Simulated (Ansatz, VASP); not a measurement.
## P3C2 in VASP and in Ansatz

```
P C
1.0
     2.78257    0.00000    0.00000
     0.00000    2.78257    0.00000
     0.00000    0.00000    7.54157
P C
3 2
Direct
  0.00000 0.50000 0.36227
  0.50000 0.00000 0.63773
  0.50000 0.50000 0.00000
  0.50000 0.00000 0.38281
  0.00000 0.50000 0.61719
```

Change from the starting cell: species swapped into the Er2Se3 type (P-4m2, No. 115).

Alike in both runs: functional PBE; k mesh 14 × 14 × 6; occupations gaussian, width 0.1 eV; no spin polarisation.

Ansatz relaxed the structure, and its values are those at the end. VASP's run is a single point on that final structure, the one shown.

|  | VASP | Ansatz |
| --- | --- | --- |
| version | VASP 6.6.1 | Ansatz 0.2.0 |
| potentials or method | VASP PAW PBE potentials, release 64 (P, C), cutoff 520 eV | scalar-relativistic, plane waves, PAW |
| valence electrons in the cell | 23 | 23 |

```csv
,VASP,Ansatz,Ansatz less VASP
gap on the k mesh at the Fermi level (eV),none,none,-
pressure (GPa),-0.3,0.0,+0.29
rms of the force components (eV/Å),0.010,0.000,-0.0097
```

A gap of «none» marks a metal or a gap that the smearing closes. With one functional, cell and mesh, what is left measures potentials, basis and numerics.
